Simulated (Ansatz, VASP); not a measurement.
## Os: VASP beside Ansatz

```
Os
1.0
     2.68915    0.00000    0.00000
    -1.34457    2.32887    0.00000
     0.00000    0.00000   20.39140
Os
3
Direct
  0.16667 0.33333 0.39232
  0.50000 0.00000 0.50000
  0.83333 0.66667 0.60768
```

Alike in both runs: task single point; functional LDA; k mesh 17 × 17 × 1; occupations fermi-dirac, width 0.08 eV; no spin polarisation.

|  | VASP | Ansatz |
| --- | --- | --- |
| version | VASP 6.6.1 | Ansatz 0.2.0 |
| potentials or method | VASP PAW LDA potentials, release 64 (Os), cutoff 520 eV | all-electron LAPW, scalar-relativistic |

```tsv
	VASP	Ansatz	Ansatz less VASP
rms of the force components (eV/Å)	0.541	0.556	+0.0147
```

LDA's correlation is that of Perdew and Zunger in VASP and of Perdew and Wang (1992) in Ansatz. Atom by atom the forces differ by 0.015 eV/Å (rms over components). Ansatz ran all-electron here, and VASP with PAW potentials.

Neither program's run includes spin-orbit coupling.
